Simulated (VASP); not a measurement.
# MgO (P6_3mc) in VASP: single point with PBE

Aim: the single point of MgO with PBE.

Everything below comes from runs of VASP 6.6.1. Logs are shortened: lines on timing, memory, paths and dates and some standing lists are left out, and cuts for length are marked.

## (1) The cell of the first run

The structure is hexagonal, space group P6_3mc (No. 186). Conventional cell: a = 3.308 Å, b = 3.308 Å, c = 4.983 Å, α = 90.00°, β = 90.00°, γ = 120.00°. Within 2.6 Å of Mg (site symmetry 3m) lie 4 O at 1.97 to 1.99 Å. Within 2.6 Å of O (site symmetry 3m) lie 4 Mg at 1.97 to 1.99 Å.

## (2) Single point, PBE

Contents of INCAR:

```
PREC = Accurate ; ENCUT = 520
EDIFF = 1E-7 ; ISMEAR = 0
SIGMA = 0.05 ; LREAL = F
LASPH = T ; NELM = 80
ALGO = Normal ; ISIF = 2
LWAVE = F ; LCHARG = F
GGA = PE ; NBANDS = 16
```

Contents of KPOINTS:

```
regular mesh
0
Gamma
  18 18 8
```

Contents of POSCAR:

```
MgO
1.0
    3.3077869900      0.0000000000      0.0000000000
   -1.6538934900      2.8646275600      0.0000000000
    0.0000000000      0.0000000000      4.9828816700
Mg O
2 2
Direct
    0.3333333300      0.6666666700      0.0021597400
    0.6666666700      0.3333333300      0.5021597400
    0.3333333300      0.6666666700      0.4024402600
    0.6666666700      0.3333333300      0.9024402600
```

Potentials or basis: VASP PAW PBE potentials, release 64 (Mg, O).

The run is started by

```
cat potpaw_PBE.64/Mg/POTCAR potpaw_PBE.64/O/POTCAR > POTCAR
mpirun -np 1 vasp_std > vasp.out
```

OUTCAR:

```text
PREC = Accurate
   ENCUT = 520
   EDIFF = 1E-7
   ISMEAR = 0
   LREAL = F
   LASPH = T
   NELM = 80
   ISIF = 2
   GGA = PE

 ion  position               nearest neighbor table
   1  0.333  0.667  0.002-   4 1.97   4 1.97   4 1.97   3 1.99   2 3.14   2 3.14   2 3.14   2 3.14
                             2 3.14   2 3.14
   2  0.667  0.333  0.502-   3 1.97   3 1.97   3 1.97   4 1.99   1 3.14   1 3.14   1 3.14   1 3.14
                             1 3.14   1 3.14
   3  0.333  0.667  0.402-   2 1.97   2 1.97   2 1.97   1 1.99
   4  0.667  0.333  0.902-   1 1.97   1 1.97   1 1.97   2 1.99

  LATTYP: Found a hexagonal cell.
 ALAT       =     3.3077869900
 C/A-ratio  =     1.5064094771

  Lattice vectors:

 A1 = (   3.3077869900,   0.0000000000,   0.0000000000)
 A2 = (  -1.6538934900,   2.8646275600,   0.0000000000)
 A3 = (   0.0000000000,   0.0000000000,   4.9828816700)

Analysis of symmetry for initial positions (statically):
=====================================================================
 Subroutine PRICEL returns:
 Original cell was already a primitive cell.

 Routine SETGRP: Setting up the symmetry group for a
 hexagonal supercell.

 Subroutine GETGRP returns: Found 12 space group operations
 (whereof  6 operations were pure point group operations)
 out of a pool of 24 trial point group operations.

The static configuration has the point symmetry C_3v.
 The point group associated with its full space group is C_6v.

Analysis of symmetry for dynamics (positions and initial velocities):
=====================================================================
 Subroutine PRICEL returns:
 Original cell was already a primitive cell.

 Routine SETGRP: Setting up the symmetry group for a
 hexagonal supercell.

 Subroutine GETGRP returns: Found 12 space group operations
 (whereof  6 operations were pure point group operations)
 out of a pool of 24 trial point group operations.

The dynamic configuration has the point symmetry C_3v.
 The point group associated with its full space group is C_6v.

 Subroutine INISYM returns: Found 12 space group operations
 (whereof  6 operations are pure point group operations),
 and found     1 'primitive' translations

----------------------------------------------------------------------------------------

                                     Primitive cell

  volume of cell :      47.2157

  direct lattice vectors                    reciprocal lattice vectors
     3.307786990  0.000000000  0.000000000     0.302316928  0.174542759  0.000000000
    -1.653893490  2.864627560  0.000000000     0.000000000  0.349085520  0.000000000
     0.000000000  0.000000000  4.982881670     0.000000000  0.000000000  0.200687086

  length of vectors
     3.307786990  3.307786984  4.982881670     0.349085519  0.349085520  0.200687086

  position of ions in fractional coordinates (direct lattice)
     0.333333330  0.666666670  0.002159740
     0.666666670  0.333333330  0.502159740
     0.333333330  0.666666670  0.402440260
     0.666666670  0.333333330  0.902440260

  ion indices of the primitive-cell ions
   primitive index   ion index
                 1           1
                 2           2
                 3           3
                 4           4

----------------------------------------------------------------------------------------

 KPOINTS: regular mesh

Automatic generation of k-mesh.
 Grid dimensions read from file:
 generate k-points for:   18   18    8

 Generating k-lattice:

  Cartesian coordinates                     Fractional coordinates (reciprocal lattice)
     0.016795385  0.009696820  0.000000000     0.055555556  0.000000000  0.000000000
     0.000000000  0.019393640  0.000000000     0.000000000  0.055555556  0.000000000
     0.000000000  0.000000000  0.025085886     0.000000000  0.000000000  0.125000000

  Length of vectors
     0.019393640  0.019393640  0.025085886

  Shift w.r.t. Gamma in fractional coordinates (k-lattice)
     0.000000000  0.000000000  0.000000000

 Subroutine IBZKPT returns following result:
 ===========================================

 Found    185 irreducible k-points:

 Following reciprocal coordinates:
            Coordinates               Weight
  0.000000  0.000000  0.000000      1.000000
  0.055556  0.000000  0.000000      6.000000
  0.111111  0.000000  0.000000      6.000000
  0.166667  0.000000  0.000000      6.000000
  0.222222  0.000000  0.000000      6.000000
  0.277778  0.000000  0.000000      6.000000
[... 16 lines left out ...]
  0.333333  0.111111  0.000000     12.000000
  0.388889  0.111111  0.000000     12.000000
 [... further k-points ...]
   k-points           NKPTS =    185   k-points in BZ     NKDIM =    185   number of bands    NBANDS=     16
   number of dos      NEDOS =    301   number of ions     NIONS =      4
   total plane-waves  NPLWV =  31360
   dimension x,y,z NGX =    28 NGY =   28 NGZ =   40
   dimension x,y,z NGXF=    56 NGYF=   56 NGZF=   80
   ions per type =               2   2
   NGX,Y,Z   is equivalent  to a cutoff of  14.07, 14.07, 13.35 a.u.
   NGXF,Y,Z  is equivalent  to a cutoff of  28.15, 28.15, 26.69 a.u.
 SYSTEM =  unknown system
   PREC   = accura    normal or accurate (medium, high low for compatibility)
   ISTART =      0    job   : 0-new  1-cont  2-samecut
   ICHARG =      2    charge: 1-file 2-atom 10-const
   ISPIN  =      1    spin polarized calculation?
   LNONCOLLINEAR =      F non collinear calculations
   LSORBIT =      F    spin-orbit coupling
   LASPH  =      T    aspherical Exc in radial PAW
   ENCUT  =  520.0 eV  38.22 Ry    6.18 a.u.   6.15  6.15  9.26*2*pi/ulx,y,z
   NELM   =     80;   NELMIN=  2; NELMDL= -5     # of ELM steps
   EDIFF  = 0.1E-06   stopping-criterion for ELM
   LREAL  =      F    real-space projection
   EDIFFG = 0.1E-05   stopping-criterion for IOM
   NSW    =      0    number of steps for IOM
   IBRION =     -1    ionic relax: 0-MD 1-quasi-New 2-CG
   NFREE  =      0    steps in history (QN), initial steepest desc. (CG)
   ISIF   =      2    stress and relaxation
   ISYM   =      2    0-nonsym 1-usesym 2-fastsym
   POTIM  = 0.5000    time-step for ionic-motion
   TEBEG  =    0.0;   TEEND  =   0.0 temperature during run
   PSTRESS=    0.0 pullay stress
   NELECT =      16.0000    total number of electrons
   NUPDOWN=      -1.0000    fix difference up-down
   EMIN   =  10.00;   EMAX   =-10.00  energy-range for DOS
   EFERMI =   0.00;   METHOD = LEGACY
   ISMEAR =     0;   SIGMA  =   0.05  broadening in eV -4-tet -1-fermi 0-gaus
   EFERMI_NEDOS =   21; number of points for ismear=-14 and -15
   IALGO  =     38    algorithm
   IMIX   =      4    mixing-type and parameters
     AMIX     =   0.40;   BMIX     =  1.00
     AMIX_MAG =   1.60;   BMIX_MAG =  1.00
  volume/ion in A,a.u.               =      11.80        79.66
  Fermi-wavevector in a.u.,A,eV,Ry     =   1.141351  2.156842 17.724080  1.302683
  Thomas-Fermi vector in A             =   2.278052
   LORBIT       =      0    0 simple, 1 ext, 2 COOP (PROOUT), +10 PAW based schemes
   GGA     = PE    functional components
   LHFCALC =     F    Hartree Fock is set to
   AEXX    =    0.0000 exact exchange contribution
   IVDW    =     0    specifies the selected vdW correction
   LEPSILON=     F    determine dielectric tensor
   LRPA    =     F    only Hartree local field effects (RPA)
 non-spin polarized calculation
 Gauss-broadening in eV      SIGMA  =   0.05
  energy-cutoff  :      520.00
  volume of cell :       47.22
 maximum number of plane-waves:      1303
 NGX is ok and might be reduce to    28
   NGX = 13   NGY = 13   NGZ = 19

 number of electron      15.9999997 magnetization

 Free energy of the ion-electron system (eV)
  ---------------------------------------------------
  ext. energy  EPLUGINS =         0.00000000
  ---------------------------------------------------
  free energy    TOTEN  =       -23.52007865 eV

  energy without entropy =      -23.52007865  energy(sigma->0) =      -23.52007865

 E-fermi :   1.3677     XC(G=0):  -9.7437

 val. band max:        1.1580167338   @ k =   0.0000   0.0000   0.0000
 cond. band min:       4.6211879966   @ k =   0.0000   0.0000   0.0000
 fundamental gap:      3.4631712628
 Fermi energy:         1.3676630443

 k-point     1 :       0.0000    0.0000    0.0000
  band No.  band energies     occupation
      1     -15.1163      2.00000
      2     -14.3053      2.00000
      3      -2.1260      2.00000
      4       0.3691      2.00000
      5       0.3691      2.00000
      6       0.7106      2.00000
[... 8 lines left out ...]
     15      17.5973      0.00000
     16      17.5973      0.00000

 k-point     2 :       0.0556    0.0000    0.0000
  band No.  band energies     occupation
      1     -15.1005      2.00000
      2     -14.2998      2.00000
      3      -2.0959      2.00000
      4       0.2966      2.00000
      5       0.3469      2.00000
      6       0.5995      2.00000
[... 8 lines left out ...]
     15      17.6695      0.00000
     16      17.6744      0.00000

 k-point     3 :       0.1111    0.0000    0.0000
  band No.  band energies     occupation
      1     -15.0548      2.00000
      2     -14.2852      2.00000
      3      -2.0070      2.00000
      4       0.0692      2.00000
      5       0.2878      2.00000
      6       0.3445      2.00000
[... 8 lines left out ...]
     15      17.3005      0.00000
     16      17.5458      0.00000

 k-point     4 :       0.1667    0.0000    0.0000
  band No.  band energies     occupation
      1     -14.9827      2.00000
      2     -14.2639      2.00000
      3      -1.8631      2.00000
      4      -0.2997      2.00000
      5       0.0654      2.00000
      6       0.2064      2.00000
[... 8 lines left out ...]
     15      16.7008      0.00000
     16      16.9852      0.00000
[... 324 lines left out ...]
 k-point    22 :       0.2778    0.1111    0.0000
  band No.  band energies     occupation
      1     -14.6470      2.00000
      2     -14.2058      2.00000
      3      -1.4533      2.00000
      4      -1.1204      2.00000
      5      -0.7524      2.00000
      6      -0.1005      2.00000
[... 8 lines left out ...]
     15      15.4045      0.00000
     16      16.9467      0.00000

 k-point    23 :       0.3333    0.1111    0.0000
  band No.  band energies     occupation
      1     -14.5509      2.00000
      2     -14.2084      2.00000
      3      -1.6887      2.00000
      4      -0.9472      2.00000
      5      -0.7901      2.00000
      6      -0.2166      2.00000
[... 8 lines left out ...]
     15      15.2451      0.00000
     16      16.9839      0.00000

 k-point    24 :       0.3889    0.1111    0.0000
  band No.  band energies     occupation
      1     -14.4773      2.00000
      2     -14.2202      2.00000
      3      -1.8373      2.00000
      4      -0.9677      2.00000
      5      -0.6317      2.00000
      6      -0.2878      2.00000
[... 8 lines left out ...]
     15      15.1417      0.00000
     16      16.9829      0.00000

 [... further k-points ...]
[... 5 lines left out ...]
  --------------------------------------------------------------------------------------
  -------------------------------------------------------------------------------------
  Total        0.8508702      0.8508702      0.9179177      0.0000000      0.0000000      0.0000000
  in kB       28.8727149     28.8727148     31.1478499      0.0000001      0.0000000      0.0000000
  external PRESSURE =      29.6310932 kB  Pullay stress =       0.0000000 kB

 VOLUME and BASIS-vectors are now :
 -----------------------------------------------------------------------------
  energy-cutoff  :      520.00
  volume of cell :       47.22
      direct lattice vectors                 reciprocal lattice vectors
     3.307786990  0.000000000  0.000000000     0.302316928  0.174542759  0.000000000
    -1.653893490  2.864627560  0.000000000     0.000000000  0.349085520  0.000000000
     0.000000000  0.000000000  4.982881670     0.000000000  0.000000000  0.200687086

 POSITION                                       TOTAL-FORCE (eV/Angst)
 -----------------------------------------------------------------------------------
     -0.00000      1.90975      0.01076         0.000000     -0.000000      0.008229
      1.65389      0.95488      2.50220         0.000000     -0.000000      0.008229
     -0.00000      1.90975      2.00531        -0.000000      0.000000     -0.008229
      1.65389      0.95488      4.49675         0.000000     -0.000000     -0.008229
 -----------------------------------------------------------------------------------
    total drift:                               -0.000017      0.000010      0.000820

  FREE ENERGIE OF THE ION-ELECTRON SYSTEM (eV)
  ---------------------------------------------------
  free  energy   TOTEN  =       -23.5200786505 eV

  energy  without entropy=      -23.5200786505  energy(sigma->0) =      -23.52007865
```

It took 2.1 min on 1 thread of AMD EPYC 7R43 (Zen 3), shared host; peak memory 0.23 GiB.

What came out:

- Free energy: -23.5201 eV
- Pressure: 3.0 GPa
- Largest force: 0.008 eV/Å
- Band gap on the k mesh: 3.46 eV, direct

Forces on the atoms (eV/Å):
```
Mg   0.000  0.000  0.008
Mg   0.000  0.000  0.008
O    0.000  0.000 -0.008
O    0.000  0.000 -0.008
```

Levels at points of the mesh, in eV from the valence-band top:
| k point | band 5 | band 6 | band 7 | band 8 | band 9 | band 10 | band 11 | band 12 |
| --- | --- | --- | --- | --- | --- | --- | --- | --- |
| (0.00, 0.00, 0.00) | -0.79 | -0.45 | -0.45 | 0.00 | 3.46 | 8.51 | 10.34 | 14.08 |
| (0.50, 0.00, 0.00) | -1.76 | -1.32 | -0.83 | -0.52 | 7.76 | 8.08 | 9.22 | 10.75 |
| (0.00, 0.00, 0.50) | -0.62 | -0.62 | -0.62 | -0.62 | 5.98 | 5.98 | 13.22 | 13.22 |
| (0.50, 0.00, 0.50) | -0.94 | -0.94 | -0.72 | -0.72 | 7.37 | 7.37 | 10.81 | 10.81 |
